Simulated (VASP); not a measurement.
Write the native input for VASP 6.6.1 that does the following.

- Task: single point
- Functional: LDA
- Potentials or basis: VASP PAW LDA potentials, release 64 (Hg)
- Cutoff: 520 eV
- k mesh: 11 × 11 × 11
- Occupations: fermi-dirac, width 0.1 eV
- Spin: no spin polarisation
- Dipole correction: no
- Further INCAR settings: ALGO = Normal; EDIFF = 1e-07; NBANDS = 12

The structure of Hg lies in POSCAR:

```
Hg
1.0
    1.7463233735      1.0082402698      2.1478810803
   -1.7463233735      1.0082402698      2.1478810803
    0.0000000000     -2.0164805396      2.1478810803
Hg
1
Direct
    0.0000000000      1.0000000000      0.0000000000
```

The input as run:

INCAR

```
SYSTEM = Hg
  PREC = Accurate
  ENCUT = 520
  EDIFF = 1E-7
  ISMEAR = -1
  SIGMA = 0.1
  LREAL = .FALSE.
  LASPH = .TRUE.
  NELM = 60
  ALGO = Normal
  ISIF = 2
  LWAVE = .FALSE.
  LCHARG = .TRUE.
  LELF = .TRUE.
  LVHAR = .TRUE.
  NBANDS = 12
```

KPOINTS

```
Automatic mesh
0
G
  11 11 11
  0 0 0
```

Potentials or basis: VASP PAW LDA potentials, release 64 (Hg).

The run is started by

```bash
$ cat potpaw_LDA.64/Hg/POTCAR > POTCAR
$ mpirun -np 1 vasp_std > vasp.out
```

Results of the run:

```json
{
  "Pressure": "0.7 GPa",
  "Band gap on the k mesh": "zero (band 6 reaches 4.07 eV, above the bottom of band 7 at 1.30 eV)"
}
```

Caveat: spin-orbit coupling is left out, which moves the levels of the heavy elements.

It took 26 s on 1 thread of Intel(R) Xeon(R) Platinum 8259CL CPU @ 2.50GHz (Skylake/Cascade Lake), with other jobs on the host, peak memory 0.16 GiB.
